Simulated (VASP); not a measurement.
# Li (Fm-3m) in VASP: notebook

Li is run at these levels: PBE; tasks: single point.

Everything below comes from runs of VASP 6.6.1. Logs are shortened: lines on timing, memory, paths and dates and some standing lists are left out, and cuts for length are marked.

## Step 1: The cell of the first run

The structure is cubic, space group Fm-3m (No. 225). The conventional cell has a = 4.325 Å, b = 4.325 Å, c = 4.325 Å, α = 90.00°, β = 90.00°, γ = 90.00°. Within 4.0 Å of Li (site symmetry m-3m) lie 12 Li at 3.06 Å.

This isn't the form of Li at room conditions, which is bcc.

## Step 2: Single point, PBE (20.22 Å³/atom)

The input, INCAR:

```
SYSTEM = Li
ALGO = Fast
EDIFF = 1E-6
ENCUT = 520
GGA = PE
ISIF = 2
ISMEAR = 0
LASPH = .True.
LCHARG = .False.
LREAL = .False.
LWAVE = .False.
NBANDS = 8
NELM = 80
PREC = Accurate
SIGMA = 0.05
```

The input, KPOINTS:

```
k-points
0
Gamma
  16 16 16
  0 0 0
```

The input, POSCAR:

```
Li
1.0
    0.0000000000      2.1623448022      2.1623448022
    2.1623448022      0.0000000000      2.1623448022
    2.1623448022      2.1623448022      0.0000000000
Li
1
Direct
    0.0000000000      0.0000000000      0.0000000000
```

Potentials or basis: VASP PAW PBE potentials, release 64 (Li_sv).

Started as:

```console
cat potpaw_PBE.64/Li_sv/POTCAR > POTCAR
mpirun -np 1 vasp_std > vasp.out
```

OUTCAR:

```text
SYSTEM = Li
   EDIFF = 1E-6
   ENCUT = 520
   GGA = PE
   ISIF = 2
   ISMEAR = 0
   LASPH = .True.
   LREAL = .False.
   NELM = 80
   PREC = Accurate

 ion  position               nearest neighbor table
   1  0.000  0.000  0.000-

  LATTYP: Found a face centered cubic cell.
 ALAT       =     4.3246896044

  Lattice vectors:

 A1 = (   0.0000000000,   2.1623448022,   2.1623448022)
 A2 = (   2.1623448022,   0.0000000000,   2.1623448022)
 A3 = (   2.1623448022,   2.1623448022,   0.0000000000)

Analysis of symmetry for initial positions (statically):
=====================================================================
 Subroutine PRICEL returns:
 Original cell was already a primitive cell.

 Routine SETGRP: Setting up the symmetry group for a
 face centered cubic supercell.

 Subroutine GETGRP returns: Found 48 space group operations
 (whereof 48 operations were pure point group operations)
 out of a pool of 48 trial point group operations.

The static configuration has the point symmetry O_h .

Analysis of symmetry for dynamics (positions and initial velocities):
=====================================================================
 Subroutine PRICEL returns:
 Original cell was already a primitive cell.

 Routine SETGRP: Setting up the symmetry group for a
 face centered cubic supercell.

 Subroutine GETGRP returns: Found 48 space group operations
 (whereof 48 operations were pure point group operations)
 out of a pool of 48 trial point group operations.

The dynamic configuration has the point symmetry O_h .

 Subroutine INISYM returns: Found 48 space group operations
 (whereof 48 operations are pure point group operations),
 and found     1 'primitive' translations

----------------------------------------------------------------------------------------

                                     Primitive cell

  volume of cell :      20.2211

  direct lattice vectors                    reciprocal lattice vectors
     0.000000000  2.162344802  2.162344802    -0.231230468  0.231230468  0.231230468
     2.162344802  0.000000000  2.162344802     0.231230468 -0.231230468  0.231230468
     2.162344802  2.162344802  0.000000000     0.231230468  0.231230468 -0.231230468

  length of vectors
     3.058017346  3.058017346  3.058017346     0.400502918  0.400502918  0.400502918

  position of ions in fractional coordinates (direct lattice)
     0.000000000  0.000000000  0.000000000

  ion indices of the primitive-cell ions
   primitive index   ion index
                 1           1

----------------------------------------------------------------------------------------

 KPOINTS: k-points

Automatic generation of k-mesh.
 Grid dimensions read from file:
 generate k-points for:   16   16   16

 Generating k-lattice:

  Cartesian coordinates                     Fractional coordinates (reciprocal lattice)
    -0.014451904  0.014451904  0.014451904     0.062500000  0.000000000  0.000000000
     0.014451904 -0.014451904  0.014451904     0.000000000  0.062500000  0.000000000
     0.014451904  0.014451904 -0.014451904     0.000000000  0.000000000  0.062500000

  Length of vectors
     0.025031432  0.025031432  0.025031432

  Shift w.r.t. Gamma in fractional coordinates (k-lattice)
     0.000000000  0.000000000  0.000000000

 Subroutine IBZKPT returns following result:
 ===========================================

 Found    145 irreducible k-points:

 Following reciprocal coordinates:
            Coordinates               Weight
  0.000000  0.000000  0.000000      1.000000
  0.062500  0.000000  0.000000      8.000000
  0.125000  0.000000  0.000000      8.000000
  0.187500  0.000000  0.000000      8.000000
  0.250000  0.000000  0.000000      8.000000
  0.312500  0.000000  0.000000      8.000000
[... 16 lines left out ...]
 -0.125000  0.062500  0.000000     24.000000
 -0.062500  0.062500  0.000000     12.000000
 [... further k-points ...]
   k-points           NKPTS =    145   k-points in BZ     NKDIM =    145   number of bands    NBANDS=      8
   number of dos      NEDOS =    301   number of ions     NIONS =      1
   total plane-waves  NPLWV =  13824
   dimension x,y,z NGX =    24 NGY =   24 NGZ =   24
   dimension x,y,z NGXF=    48 NGYF=   48 NGZF=   48
   ions per type =               1
   NGX,Y,Z   is equivalent  to a cutoff of  13.05, 13.05, 13.05 a.u.
   NGXF,Y,Z  is equivalent  to a cutoff of  26.09, 26.09, 26.09 a.u.
 SYSTEM =  Li
   PREC   = accura    normal or accurate (medium, high low for compatibility)
   ISTART =      0    job   : 0-new  1-cont  2-samecut
   ICHARG =      2    charge: 1-file 2-atom 10-const
   ISPIN  =      1    spin polarized calculation?
   LNONCOLLINEAR =      F non collinear calculations
   LSORBIT =      F    spin-orbit coupling
   LASPH  =      T    aspherical Exc in radial PAW
   ENCUT  =  520.0 eV  38.22 Ry    6.18 a.u.   5.69  5.69  5.69*2*pi/ulx,y,z
   NELM   =     80;   NELMIN=  2; NELMDL= -5     # of ELM steps
   EDIFF  = 0.1E-05   stopping-criterion for ELM
   LREAL  =      F    real-space projection
   EDIFFG = 0.1E-04   stopping-criterion for IOM
   NSW    =      0    number of steps for IOM
   IBRION =     -1    ionic relax: 0-MD 1-quasi-New 2-CG
   NFREE  =      0    steps in history (QN), initial steepest desc. (CG)
   ISIF   =      2    stress and relaxation
   ISYM   =      2    0-nonsym 1-usesym 2-fastsym
   POTIM  = 0.5000    time-step for ionic-motion
   TEBEG  =    0.0;   TEEND  =   0.0 temperature during run
   PSTRESS=    0.0 pullay stress
   NELECT =       3.0000    total number of electrons
   NUPDOWN=      -1.0000    fix difference up-down
   EMIN   =  10.00;   EMAX   =-10.00  energy-range for DOS
   EFERMI =   0.00;   METHOD = LEGACY
   ISMEAR =     0;   SIGMA  =   0.05  broadening in eV -4-tet -1-fermi 0-gaus
   EFERMI_NEDOS =   21; number of points for ismear=-14 and -15
   IALGO  =     68    algorithm
   IMIX   =      4    mixing-type and parameters
     AMIX     =   0.40;   BMIX     =  1.00
     AMIX_MAG =   1.60;   BMIX_MAG =  1.00
  volume/ion in A,a.u.               =      20.22       136.46
  Fermi-wavevector in a.u.,A,eV,Ry     =   0.866656  1.637743 10.219246  0.751093
  Thomas-Fermi vector in A             =   1.985077
   LORBIT       =      0    0 simple, 1 ext, 2 COOP (PROOUT), +10 PAW based schemes
   GGA     = PE    functional components
   LHFCALC =     F    Hartree Fock is set to
   AEXX    =    0.0000 exact exchange contribution
   IVDW    =     0    specifies the selected vdW correction
   LEPSILON=     F    determine dielectric tensor
   LRPA    =     F    only Hartree local field effects (RPA)
 non-spin polarized calculation
 RMM-DIIS sequential band-by-band and
 Gauss-broadening in eV      SIGMA  =   0.05
  energy-cutoff  :      520.00
  volume of cell :       20.22
 maximum number of plane-waves:       560
   NGX = 11   NGY = 11   NGZ = 11

 number of electron       2.9999995 magnetization

 Free energy of the ion-electron system (eV)
  ---------------------------------------------------
  ext. energy  EPLUGINS =         0.00000000
  ---------------------------------------------------
  free energy    TOTEN  =        -1.90834154 eV

  energy without entropy =       -1.90794599  energy(sigma->0) =       -1.90814377

 E-fermi :   0.6076     XC(G=0):  -7.0504

 val. band max:        0.5435948040   @ k =   0.4375   0.3750   0.0625
 cond. band min:       0.6139137997   @ k =   0.5000   0.0000   0.0000
 fundamental gap:      0.0703189957
 Fermi energy:         0.6076057320

 k-point     1 :       0.0000    0.0000    0.0000
  band No.  band energies     occupation
      1     -45.8967      2.00000
      2      -2.9322      2.00000
      3      15.0064      0.00000
      4      15.0065      0.00000
      5      15.0065      0.00000
      6      18.8942      0.00000
      7      18.8942      0.00000
      8      18.8942      0.00000

 k-point     2 :       0.0625    0.0000    0.0000
  band No.  band energies     occupation
      1     -45.8960      2.00000
      2      -2.8622      2.00000
      3      14.2258      0.00000
      4      14.8437      0.00000
      5      14.8438      0.00000
      6      18.2148      0.00000
      7      19.1812      0.00000
      8      19.1812      0.00000

 k-point     3 :       0.1250    0.0000    0.0000
  band No.  band energies     occupation
      1     -45.8941      2.00000
      2      -2.6525      2.00000
      3      12.4772      0.00000
      4      14.4782      0.00000
      5      14.4783      0.00000
      6      18.1116      0.00000
      7      19.8216      0.00000
      8      19.8216      0.00000

 k-point     4 :       0.1875    0.0000    0.0000
  band No.  band energies     occupation
      1     -45.8912      2.00000
      2      -2.3035      2.00000
      3      10.5184      0.00000
      4      14.0859      0.00000
      5      14.0860      0.00000
      6      18.3542      0.00000
      7      20.0474      0.00000
      8      20.0475      0.00000

 k-point     5 :       0.2500    0.0000    0.0000
  band No.  band energies     occupation
      1     -45.8877      2.00000
      2      -1.8169      2.00000
      3       8.6198      0.00000
      4      13.7565      0.00000
      5      13.7566      0.00000
      6      18.5889      0.00000
      7      19.3554      0.00000
      8      19.3555      0.00000
[... 177 lines left out ...]
 k-point    22 :      -0.1875    0.0625    0.0000
  band No.  band energies     occupation
      1     -45.8896      2.00000
      2      -2.0931      2.00000
      3       9.8873      0.00000
      4      12.8428      0.00000
      5      14.6519      0.00000
      6      18.3027      0.00000
      7      19.3745      0.00000
      8      19.6930      0.00000

 k-point    23 :      -0.1250    0.0625    0.0000
  band No.  band energies     occupation
      1     -45.8927      2.00000
      2      -2.4890      2.00000
      3      11.8147      0.00000
      4      13.2380      0.00000
      5      14.9661      0.00000
      6      18.0384      0.00000
      7      19.5507      0.00000
      8      20.5233      0.00000

 k-point    24 :      -0.0625    0.0625    0.0000
  band No.  band energies     occupation
      1     -45.8949      2.00000
      2      -2.7456      2.00000
      3      13.5678      0.00000
      4      13.8070      0.00000
      5      15.0765      0.00000
      6      17.8957      0.00000
      7      19.1448      0.00000
      8      20.3027      0.00000

 [... further k-points ...]

------------------------ aborting loop because EDIFF is reached ----------------------------------------

  FORCE on cell =-STRESS in cart. coord.  units (eV):
  Direction    XX          YY          ZZ          XY          YZ          ZX
  --------------------------------------------------------------------------------------
  -------------------------------------------------------------------------------------
  Total       -0.0065822     -0.0065822     -0.0065822      0.0000000     -0.0000000     -0.0000000
  in kB       -0.5215291     -0.5215291     -0.5215291      0.0000000     -0.0000000     -0.0000000
  external PRESSURE =      -0.5215291 kB  Pullay stress =       0.0000000 kB

 VOLUME and BASIS-vectors are now :
 -----------------------------------------------------------------------------
  energy-cutoff  :      520.00
  volume of cell :       20.22
      direct lattice vectors                 reciprocal lattice vectors
     0.000000000  2.162344802  2.162344802    -0.231230468  0.231230468  0.231230468
     2.162344802  0.000000000  2.162344802     0.231230468 -0.231230468  0.231230468
     2.162344802  2.162344802  0.000000000     0.231230468  0.231230468 -0.231230468

 POSITION                                       TOTAL-FORCE (eV/Angst)
 -----------------------------------------------------------------------------------
      0.00000      0.00000      0.00000         0.000000      0.000000      0.000000
 -----------------------------------------------------------------------------------
    total drift:                                0.000000      0.000000      0.000000

  FREE ENERGIE OF THE ION-ELECTRON SYSTEM (eV)
  ---------------------------------------------------
  free  energy   TOTEN  =        -1.9083415384 eV

  energy  without entropy=       -1.9079459944  energy(sigma->0) =       -1.90814377
```

It took 19 s on 1 thread of Intel Xeon 8259CL, shared host; peak memory 0.14 GiB.

Results:

```yaml
Free_energy: -1.9083 eV
Band_gap_on_the_k_mesh: zero (an odd number of electrons rules out a gap without spin polarisation)
```

Caveat: the cutoff is under 1.25 times the usual one of these potentials, so pressure, stress and relaxed cells hold a basis-set (Pulay) error.

## Step 3: Single point, PBE (21.16 Å³/atom)

This run uses another cell than the first one, of 21.16 Å³/atom.

The input, INCAR:

```
SYSTEM = Li
PREC = Accurate
ENCUT = 520
EDIFF = 1E-6
ISMEAR = 0
SIGMA = 0.05
LREAL = .False.
LASPH = .True.
NELM = 60
ALGO = Normal
ISIF = 2
LWAVE = .False.
LCHARG = .False.
GGA = PE
NBANDS = 8
```

The input, KPOINTS:

```
regular mesh
0
Gamma
  16 16 16
  0 0 0
```

The input, POSCAR:

```
Li
1.0
    0.0000000000      2.1953812868      2.1953812868
    2.1953812868      0.0000000000      2.1953812868
    2.1953812868      2.1953812868      0.0000000000
Li
1
Direct
    0.0000000000      0.0000000000      0.0000000000
```

Potentials or basis: VASP PAW PBE potentials, release 64 (Li_sv).

Started as:

```console
cat potpaw_PBE.64/Li_sv/POTCAR > POTCAR
mpirun -np 1 vasp_std > vasp.out
```

It took 11 s on 1 thread of Intel Xeon 8259CL, shared host; peak memory 0.14 GiB.

It converged, with:

```
Free energy            : -1.9068 eV
Band gap on the k mesh : zero (an odd number of electrons rules out a gap without spin polarisation)
```

Levels at points of the mesh, in eV from the Fermi level:
| k point | band 1 | band 2 | band 3 | band 4 | band 5 | band 6 | band 7 |
| --- | --- | --- | --- | --- | --- | --- | --- |
| (0.00, 0.00, 0.00) | -46.58 | -3.48 | 13.94 | 13.94 | 13.94 | 17.76 | 17.76 |
| (0.50, 0.00, 0.00) | -46.56 | 0.03 | 2.81 | 12.28 | 12.28 | 16.16 | 16.16 |
| (0.50, 0.50, 0.00) | -46.56 | 1.52 | 4.58 | 8.22 | 8.22 | 10.38 | 14.82 |

Caveat: the cutoff is under 1.25 times the usual one of these potentials, so pressure, stress and relaxed cells hold a basis-set (Pulay) error.
